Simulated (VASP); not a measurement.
# SiO2 in VASP: a series of runs

SiO2 is run at these levels: PBE, r2SCAN; tasks: single point.

All numbers are computed with VASP 6.6.1; they aren't measurements. Logs are shortened: lines on timing, memory, paths and dates and some standing lists are left out, and cuts for length are marked.

**1. The cell of the first run**

The structure is cubic, space group Fm-3m (No. 225). Conventional cell: a = 4.397 Å, b = 4.397 Å, c = 4.397 Å, α = 90.00°, β = 90.00°, γ = 90.00°. Si (site symmetry m-3m) has 8 O at 1.90 Å within 2.5 Å. O (site symmetry -43m) has 4 Si at 1.90 Å and 6 O at 2.20 Å within 2.5 Å.

**2. Single point, PBE (strain -2.9%)**

INCAR reads:

```
PREC = Accurate
ENCUT = 520
EDIFF = 1E-6
ISMEAR = -1
SIGMA = 0.02
LREAL = F
LASPH = T
NELM = 60
ALGO = Normal
ISIF = 2
LWAVE = F
LCHARG = T
GGA = PE
LELF = T
LVHAR = T
NBANDS = 15
```

KPOINTS reads:

```
regular mesh
0
Gamma
  10 10 10
```

POSCAR reads:

```
SiO2
1.0
    0.0000000000      2.1987346242      2.1987346242
    2.1987346242      0.0000000000      2.1987346242
    2.1987346242      2.1987346242      0.0000000000
Si O
1 2
Direct
    0.0000000000      0.0000000000      0.0000000000
    0.2500000000      0.2500000000      0.2500000000
    0.7500000000      0.7500000000      0.7500000000
```

Potentials or basis: VASP PAW PBE potentials, release 64 (Si, O).

Command:

```sh
> cat potpaw_PBE.64/Si/POTCAR potpaw_PBE.64/O/POTCAR > POTCAR
> mpirun -np 1 vasp_std > vasp.out
```

OUTCAR:

```text
PREC = Accurate
   ENCUT = 520
   EDIFF = 1E-6
   ISMEAR = -1
   LREAL = F
   LASPH = T
   NELM = 60
   ISIF = 2
   GGA = PE

 ion  position               nearest neighbor table
   1  0.000  0.000  0.000-   3 1.90   3 1.90   3 1.90   2 1.90   3 1.90   2 1.90   2 1.90   2 1.90

   2  0.250  0.250  0.250-   1 1.90   1 1.90   1 1.90   1 1.90
   3  0.750  0.750  0.750-   1 1.90   1 1.90   1 1.90   1 1.90

  LATTYP: Found a face centered cubic cell.
 ALAT       =     4.3974692484

  Lattice vectors:

 A1 = (   0.0000000000,   2.1987346242,   2.1987346242)
 A2 = (   2.1987346242,   0.0000000000,   2.1987346242)
 A3 = (   2.1987346242,   2.1987346242,   0.0000000000)

Analysis of symmetry for initial positions (statically):
=====================================================================
 Subroutine PRICEL returns:
 Original cell was already a primitive cell.

 Routine SETGRP: Setting up the symmetry group for a
 face centered cubic supercell.

 Subroutine GETGRP returns: Found 48 space group operations
 (whereof 48 operations were pure point group operations)
 out of a pool of 48 trial point group operations.

The static configuration has the point symmetry O_h .

Analysis of symmetry for dynamics (positions and initial velocities):
=====================================================================
 Subroutine PRICEL returns:
 Original cell was already a primitive cell.

 Routine SETGRP: Setting up the symmetry group for a
 face centered cubic supercell.

 Subroutine GETGRP returns: Found 48 space group operations
 (whereof 48 operations were pure point group operations)
 out of a pool of 48 trial point group operations.

The dynamic configuration has the point symmetry O_h .

 Subroutine INISYM returns: Found 48 space group operations
 (whereof 48 operations are pure point group operations),
 and found     1 'primitive' translations

----------------------------------------------------------------------------------------

                                     Primitive cell

  volume of cell :      21.2593

  direct lattice vectors                    reciprocal lattice vectors
     0.000000000  2.198734624  2.198734624    -0.227403523  0.227403523  0.227403523
     2.198734624  0.000000000  2.198734624     0.227403523 -0.227403523  0.227403523
     2.198734624  2.198734624  0.000000000     0.227403523  0.227403523 -0.227403523

  length of vectors
     3.109480326  3.109480326  3.109480326     0.393874456  0.393874456  0.393874456

  position of ions in fractional coordinates (direct lattice)
     0.000000000  0.000000000  0.000000000
     0.250000000  0.250000000  0.250000000
     0.750000000  0.750000000  0.750000000

  ion indices of the primitive-cell ions
   primitive index   ion index
                 1           1
                 2           2
                 3           3

----------------------------------------------------------------------------------------

 KPOINTS: regular mesh

Automatic generation of k-mesh.
 Grid dimensions read from file:
 generate k-points for:   10   10   10

 Generating k-lattice:

  Cartesian coordinates                     Fractional coordinates (reciprocal lattice)
    -0.022740352  0.022740352  0.022740352     0.100000000  0.000000000  0.000000000
     0.022740352 -0.022740352  0.022740352     0.000000000  0.100000000  0.000000000
     0.022740352  0.022740352 -0.022740352     0.000000000  0.000000000  0.100000000

  Length of vectors
     0.039387446  0.039387446  0.039387446

  Shift w.r.t. Gamma in fractional coordinates (k-lattice)
     0.000000000  0.000000000  0.000000000

 Subroutine IBZKPT returns following result:
 ===========================================

 Found     47 irreducible k-points:

 Following reciprocal coordinates:
            Coordinates               Weight
  0.000000  0.000000  0.000000      1.000000
  0.100000  0.000000  0.000000      8.000000
  0.200000  0.000000  0.000000      8.000000
  0.300000  0.000000  0.000000      8.000000
  0.400000  0.000000  0.000000      8.000000
  0.500000  0.000000  0.000000      4.000000
[... 16 lines left out ...]
  0.300000  0.300000  0.000000      6.000000
  0.400000  0.300000  0.000000     24.000000
 [... further k-points ...]
   k-points           NKPTS =     47   k-points in BZ     NKDIM =     47   number of bands    NBANDS=     15
   number of dos      NEDOS =    301   number of ions     NIONS =      3
   total plane-waves  NPLWV =  13824
   dimension x,y,z NGX =    24 NGY =   24 NGZ =   24
   dimension x,y,z NGXF=    48 NGYF=   48 NGZF=   48
   ions per type =               1   2
   NGX,Y,Z   is equivalent  to a cutoff of  12.83, 12.83, 12.83 a.u.
   NGXF,Y,Z  is equivalent  to a cutoff of  25.66, 25.66, 25.66 a.u.
 SYSTEM =  unknown system
   PREC   = accura    normal or accurate (medium, high low for compatibility)
   ISTART =      0    job   : 0-new  1-cont  2-samecut
   ICHARG =      2    charge: 1-file 2-atom 10-const
   ISPIN  =      1    spin polarized calculation?
   LNONCOLLINEAR =      F non collinear calculations
   LSORBIT =      F    spin-orbit coupling
   LASPH  =      T    aspherical Exc in radial PAW
   ENCUT  =  520.0 eV  38.22 Ry    6.18 a.u.   5.78  5.78  5.78*2*pi/ulx,y,z
   NELM   =     60;   NELMIN=  2; NELMDL= -5     # of ELM steps
   EDIFF  = 0.1E-05   stopping-criterion for ELM
   LREAL  =      F    real-space projection
   EDIFFG = 0.1E-04   stopping-criterion for IOM
   NSW    =      0    number of steps for IOM
   IBRION =     -1    ionic relax: 0-MD 1-quasi-New 2-CG
   NFREE  =      0    steps in history (QN), initial steepest desc. (CG)
   ISIF   =      2    stress and relaxation
   ISYM   =      2    0-nonsym 1-usesym 2-fastsym
   POTIM  = 0.5000    time-step for ionic-motion
   TEBEG  =    0.0;   TEEND  =   0.0 temperature during run
   PSTRESS=    0.0 pullay stress
   NELECT =      16.0000    total number of electrons
   NUPDOWN=      -1.0000    fix difference up-down
   EMIN   =  10.00;   EMAX   =-10.00  energy-range for DOS
   EFERMI =   0.00;   METHOD = LEGACY
   ISMEAR =    -1;   SIGMA  =   0.02  broadening in eV -4-tet -1-fermi 0-gaus
   EFERMI_NEDOS =   21; number of points for ismear=-14 and -15
   IALGO  =     38    algorithm
   IMIX   =      4    mixing-type and parameters
     AMIX     =   0.40;   BMIX     =  1.00
     AMIX_MAG =   1.60;   BMIX_MAG =  1.00
  volume/ion in A,a.u.               =       7.09        47.82
  Fermi-wavevector in a.u.,A,eV,Ry     =   1.489128  2.814044 30.170947  2.217502
  Thomas-Fermi vector in A             =   2.602076
   LORBIT       =      0    0 simple, 1 ext, 2 COOP (PROOUT), +10 PAW based schemes
   GGA     = PE    functional components
   LHFCALC =     F    Hartree Fock is set to
   AEXX    =    0.0000 exact exchange contribution
   IVDW    =     0    specifies the selected vdW correction
   LEPSILON=     F    determine dielectric tensor
   LRPA    =     F    only Hartree local field effects (RPA)
 non-spin polarized calculation
  energy-cutoff  :      520.00
  volume of cell :       21.26
 maximum number of plane-waves:       588
   NGX = 11   NGY = 11   NGZ = 11

 number of electron      15.9999993 magnetization

 Free energy of the ion-electron system (eV)
  ---------------------------------------------------
  ext. energy  EPLUGINS =         0.00000000
  ---------------------------------------------------
  free energy    TOTEN  =       -19.58519340 eV

  energy without entropy =      -19.58519340  energy(sigma->0) =      -19.58519340

 E-fermi :  11.5452     XC(G=0): -12.8721

 val. band max:       11.1254380823   @ k =   0.5000   0.5000   0.0000
 cond. band min:      13.2489426296   @ k =   0.5000   0.5000   0.0000
 fundamental gap:      2.1235045473
 Fermi energy:        11.5452193491

 k-point     1 :       0.0000    0.0000    0.0000
  band No.  band energies     occupation
      1     -13.0301      2.00000
      2      -5.0486      2.00000
      3       4.6001      2.00000
      4       4.6001      2.00000
      5       4.6001      2.00000
      6       8.6346      2.00000
      7       8.6346      2.00000
      8       8.6346      2.00000
      9      14.6233      0.00000
     10      17.2506      0.00000
     11      17.2506      0.00000
     12      17.2506      0.00000
     13      23.5906      0.00000
     14      23.5906      0.00000
     15      26.5331      0.00000

 k-point     2 :       0.1000    0.0000    0.0000
  band No.  band energies     occupation
      1     -12.8715      2.00000
      2      -5.2870      2.00000
      3       4.5222      2.00000
      4       4.6129      2.00000
      5       4.6129      2.00000
      6       8.1738      2.00000
      7       8.4182      2.00000
      8       8.4182      2.00000
      9      15.2337      0.00000
     10      17.3573      0.00000
     11      17.5360      0.00000
     12      17.5360      0.00000
     13      23.9343      0.00000
     14      23.9343      0.00000
     15      27.1435      0.00000

 k-point     3 :       0.2000    0.0000    0.0000
  band No.  band energies     occupation
      1     -12.4012      2.00000
      2      -5.9643      2.00000
      3       4.3115      2.00000
      4       4.6718      2.00000
      5       4.6718      2.00000
      6       7.2567      2.00000
      7       7.8520      2.00000
      8       7.8520      2.00000
      9      16.3601      0.00000
     10      18.0203      0.00000
     11      18.3770      0.00000
     12      18.3770      0.00000
     13      24.7500      0.00000
     14      24.7500      0.00000
     15      28.4298      0.00000
[... 343 lines left out ...]
 k-point    23 :       0.3000    0.3000    0.0000
  band No.  band energies     occupation
      1     -11.2973      2.00000
      2      -6.6821      2.00000
      3       1.7951      2.00000
      4       2.7994      2.00000
      5       2.7994      2.00000
      6       8.7160      2.00000
      7       9.5399      2.00000
      8       9.5399      2.00000
      9      14.1932      0.00000
     10      18.3712      0.00000
     11      22.0534      0.00000
     12      22.0534      0.00000
     13      24.8414      0.00000
     14      26.2123      0.00000
     15      32.7429      0.00000

 k-point    24 :       0.4000    0.3000    0.0000
  band No.  band energies     occupation
      1     -10.6988      2.00000
      2      -7.1336      2.00000
      3       0.6663      2.00000
      4       2.5835      2.00000
      5       2.6144      2.00000
      6       9.3479      2.00000
      7       9.5177      2.00000
      8       9.6273      2.00000
      9      14.2071      0.00000
     10      19.3149      0.00000
     11      23.1007      0.00000
     12      23.1877      0.00000
     13      24.2781      0.00000
     14      26.9935      0.00000
     15      31.7958      0.00000

 [... further k-points ...]
[... 5 lines left out ...]
  --------------------------------------------------------------------------------------
  -------------------------------------------------------------------------------------
  Total        5.7169194      5.7169194      5.7169194      0.0000000      0.0000000      0.0000000
  in kB      430.8481294    430.8481294    430.8481294      0.0000000      0.0000000      0.0000000
  external PRESSURE =     430.8481294 kB  Pullay stress =       0.0000000 kB

 VOLUME and BASIS-vectors are now :
 -----------------------------------------------------------------------------
  energy-cutoff  :      520.00
  volume of cell :       21.26
      direct lattice vectors                 reciprocal lattice vectors
     0.000000000  2.198734624  2.198734624    -0.227403523  0.227403523  0.227403523
     2.198734624  0.000000000  2.198734624     0.227403523 -0.227403523  0.227403523
     2.198734624  2.198734624  0.000000000     0.227403523  0.227403523 -0.227403523

 POSITION                                       TOTAL-FORCE (eV/Angst)
 -----------------------------------------------------------------------------------
      0.00000      0.00000      0.00000        -0.000000      0.000000     -0.000000
      1.09937      1.09937      1.09937        -0.000000      0.000000     -0.000000
      3.29810      3.29810      3.29810         0.000000     -0.000000      0.000000
 -----------------------------------------------------------------------------------
    total drift:                                0.000000      0.000000      0.000000

  FREE ENERGIE OF THE ION-ELECTRON SYSTEM (eV)
  ---------------------------------------------------
  free  energy   TOTEN  =       -19.5851934023 eV

  energy  without entropy=      -19.5851934023  energy(sigma->0) =      -19.58519340
```

It took 12 s on 1 thread of Intel Xeon Platinum 8488C (Sapphire Rapids), shared host; peak memory 0.14 GiB.

What came out:

- Free energy: -19.5852 eV
- Pressure: 43.1 GPa
- Band gap on the k mesh: 2.12 eV, direct

Levels at points of the mesh, in eV from the valence-band top:
```tsv
k point	band 4	band 5	band 6	band 7	band 8	band 9	band 10	band 11	band 12	band 13
(0.00, 0.00, 0.00)	-6.53	-6.53	-2.49	-2.49	-2.49	3.50	6.13	6.13	6.13	12.47
(0.50, 0.00, 0.00)	-5.81	-5.81	-5.48	-5.10	-5.10	7.04	10.41	10.89	10.89	14.06
(0.50, 0.50, 0.00)	-9.02	-9.02	-1.13	-1.13	0.00	2.12	9.31	11.97	13.94	13.94
```

Caveat: the cell differs from its parent crystal (strain -2.9%).

**3. Single point, r2SCAN (strain -2.9%)**

POSCAR is that of step 2.

INCAR.step1 reads:

```
ALGO = Normal ; EDIFF = 1E-4
ENCUT = 520 ; GGA = PE
ISMEAR = 0 ; LASPH = T
LCHARG = F ; LREAL = F
LWAVE = T ; NBANDS = 15
NELM = 60 ; PREC = Accurate
SIGMA = 0.01
```

INCAR.step2 reads:

```
ALGO = Normal ; EDIFF = 1E-6
ENCUT = 520 ; ISIF = 2
ISMEAR = 0 ; ISTART = 1
LASPH = T ; LCHARG = T
LELF = T ; LMIXTAU = T
LREAL = F ; LVHAR = T
LWAVE = F ; METAGGA = R2SCAN
NBANDS = 15 ; NELM = 60
PREC = Accurate ; SIGMA = 0.01
```

KPOINTS reads:

```
k-points
0
Gamma
  10 10 10
```

Potentials or basis: VASP PAW PBE potentials, release 64 (Si, O).

Command:

```sh
> cat potpaw_PBE.64/Si/POTCAR potpaw_PBE.64/O/POTCAR > POTCAR
> cp INCAR.step1 INCAR
> mpirun -np 1 vasp_std > vasp.out
> cp INCAR.step2 INCAR
> mpirun -np 1 vasp_std > vasp.out
```

OUTCAR:

```text
EDIFF = 1E-6
   ENCUT = 520
   ISIF = 2
   ISMEAR = 0
   ISTART = 1
   LASPH = T
   LREAL = F
   METAGGA = R2SCAN
   NELM = 60
   PREC = Accurate

 ion  position               nearest neighbor table
   1  0.000  0.000  0.000-   3 1.90   3 1.90   3 1.90   2 1.90   3 1.90   2 1.90   2 1.90   2 1.90

   2  0.250  0.250  0.250-   1 1.90   1 1.90   1 1.90   1 1.90
   3  0.750  0.750  0.750-   1 1.90   1 1.90   1 1.90   1 1.90

  LATTYP: Found a face centered cubic cell.
 ALAT       =     4.3974692484

  Lattice vectors:

 A1 = (   0.0000000000,   2.1987346242,   2.1987346242)
 A2 = (   2.1987346242,   0.0000000000,   2.1987346242)
 A3 = (   2.1987346242,   2.1987346242,   0.0000000000)

Analysis of symmetry for initial positions (statically):
=====================================================================
 Subroutine PRICEL returns:
 Original cell was already a primitive cell.

 Routine SETGRP: Setting up the symmetry group for a
 face centered cubic supercell.

 Subroutine GETGRP returns: Found 48 space group operations
[... 171 lines left out ...]
 fundamental gap:      2.7776958604
 Fermi energy:        10.9723833064

 k-point     1 :       0.0000    0.0000    0.0000
  band No.  band energies     occupation
      1     -14.4016      2.00000
      2      -6.3959      2.00000
      3       4.0990      2.00000
      4       4.0990      2.00000
      5       4.0990      2.00000
      6       8.2784      2.00000
      7       8.2784      2.00000
      8       8.2784      2.00000
      9      15.1233      0.00000
     10      17.7691      0.00000
     11      17.7691      0.00000
     12      17.7691      0.00000
     13      24.3941      0.00000
     14      24.3941      0.00000
[... 401 lines left out ...]
      2      -8.5042      2.00000
      3       0.1826      2.00000
      4       2.0855      2.00000
      5       2.1167      2.00000
      6       9.0133      2.00000
      7       9.1807      2.00000
      8       9.3026      2.00000
      9      14.6277      0.00000
     10      19.9089      0.00000
     11      23.9099      0.00000
     12      24.0039      0.00000
     13      25.0320      0.00000
     14      27.9294      0.00000
     15      32.7530      0.00000

 [... further k-points ...]
[... 5 lines left out ...]
  --------------------------------------------------------------------------------------
  -------------------------------------------------------------------------------------
  Total        4.4050254      4.4050254      4.4050254      0.0000000     -0.0000000     -0.0000000
  in kB      331.9789612    331.9789612    331.9789612      0.0000000     -0.0000000     -0.0000000
  external PRESSURE =     331.9789612 kB  Pullay stress =       0.0000000 kB

 VOLUME and BASIS-vectors are now :
 -----------------------------------------------------------------------------
  energy-cutoff  :      520.00
  volume of cell :       21.26
      direct lattice vectors                 reciprocal lattice vectors
     0.000000000  2.198734624  2.198734624    -0.227403523  0.227403523  0.227403523
     2.198734624  0.000000000  2.198734624     0.227403523 -0.227403523  0.227403523
     2.198734624  2.198734624  0.000000000     0.227403523  0.227403523 -0.227403523

 POSITION                                       TOTAL-FORCE (eV/Angst)
 -----------------------------------------------------------------------------------
      0.00000      0.00000      0.00000         0.000000     -0.000000      0.000000
      1.09937      1.09937      1.09937        -0.000000     -0.000000     -0.000000
      3.29810      3.29810      3.29810         0.000000      0.000000      0.000000
 -----------------------------------------------------------------------------------
    total drift:                                0.000000      0.000000      0.000000

  FREE ENERGIE OF THE ION-ELECTRON SYSTEM (eV)
  ---------------------------------------------------
  free  energy   TOTEN  =       -25.5838168098 eV

  energy  without entropy=      -25.5838168098  energy(sigma->0) =      -25.58381681
```

OSZICAR.step1:

```text
N       E                     dE             d eps       ncg     rms          rms(c)
DAV:   1     0.512117002720E+02    0.51212E+02   -0.89705E+03  1474   0.102E+03
DAV:   2    -0.205204597077E+02   -0.71732E+02   -0.65334E+02  1922   0.222E+02
DAV:   3    -0.224548266607E+02   -0.19344E+01   -0.19295E+01  1641   0.346E+01
DAV:   4    -0.224609513011E+02   -0.61246E-02   -0.61242E-02  1837   0.233E+00
DAV:   5    -0.224609800625E+02   -0.28761E-04   -0.28761E-04  1633   0.152E-01    0.119E+01
DAV:   6    -0.195938804158E+02    0.28671E+01   -0.52854E+00  1487   0.218E+01    0.468E+00
DAV:   7    -0.195842602937E+02    0.96201E-02   -0.31591E-01  1767   0.474E+00    0.182E+00
DAV:   8    -0.195833181343E+02    0.94216E-03   -0.12296E-02  1543   0.124E+00    0.549E-01
DAV:   9    -0.195849557826E+02   -0.16376E-02   -0.29610E-03  1571   0.538E-01    0.170E-01
DAV:  10    -0.195852025546E+02   -0.24677E-03   -0.43976E-04  1536   0.163E-01    0.297E-02
DAV:  11    -0.195851914950E+02    0.11060E-04   -0.26528E-05  1223   0.470E-02
   1 F= -.19585191E+02 E0= -.19585191E+02  d E =-.134446E-60
```

It took 34 s on 1 thread of Intel Xeon Platinum 8488C (Sapphire Rapids), shared host; peak memory 0.14 GiB.

Results:

* Free energy: -25.5838 eV
* Pressure: 33.2 GPa
* Band gap on the k mesh: 2.78 eV, direct

Levels at points of the mesh, in eV from the valence-band top:
| k point | band 6 | band 7 | band 8 | band 9 | band 10 | band 11 |
| --- | --- | --- | --- | --- | --- | --- |
| (0.00, 0.00, 0.00) | -2.58 | -2.58 | -2.58 | 4.26 | 6.91 | 6.91 |
| (0.50, 0.00, 0.00) | -5.64 | -5.26 | -5.26 | 7.92 | 11.14 | 11.91 |
| (0.50, 0.50, 0.00) | -1.19 | -1.19 | 0.00 | 2.78 | 10.28 | 12.89 |

Caveat: the cell differs from its parent crystal (strain -2.9%); the PAW data sets were made with another functional, which shifts forces and pressure a little. A k mesh can miss the band edges.

(Part 1 of 2 ends here.)
